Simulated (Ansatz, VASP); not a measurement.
# Two plane-wave programs on AlSn

```
Al Sn
1.0
     4.19811    0.00000    0.00000
    -2.09905    3.63567    0.00000
     0.00000    0.00000    3.30685
Al Sn
1 1
Cartesian
  0.0000 0.0000 0.0000
  0.0000 2.4238 1.6534
```

Alike in both runs: task single point; functional PBEsol; k mesh 6 × 6 × 4; occupations gaussian, width 0.1 eV; no spin polarisation.

|  | VASP | Ansatz |
| --- | --- | --- |
| version | VASP 6.6.1 | Ansatz 0.2.0 |
| potentials or method | VASP PAW PBE potentials, release 64 (Al, Sn_d), cutoff 500 eV | scalar-relativistic, plane waves, PAW |
| valence electrons in the cell | 17 | 17 |

|  | VASP | Ansatz | Ansatz less VASP |
| --- | --- | --- | --- |
| gap on the k mesh at the Fermi level (eV) | none | none | - |
| pressure (GPa) | -0.9 | -0.9 | +0.03 |
| traceless stress, the component that is largest in VASP (GPa) | 6.93 | 6.94 | +0.006 |

VASP's potentials were made for PBE, not for PBEsol. A gap of «none» marks a metal or a gap that the smearing closes.

The k mesh is coarse, so the values compare programs but aren't converged.
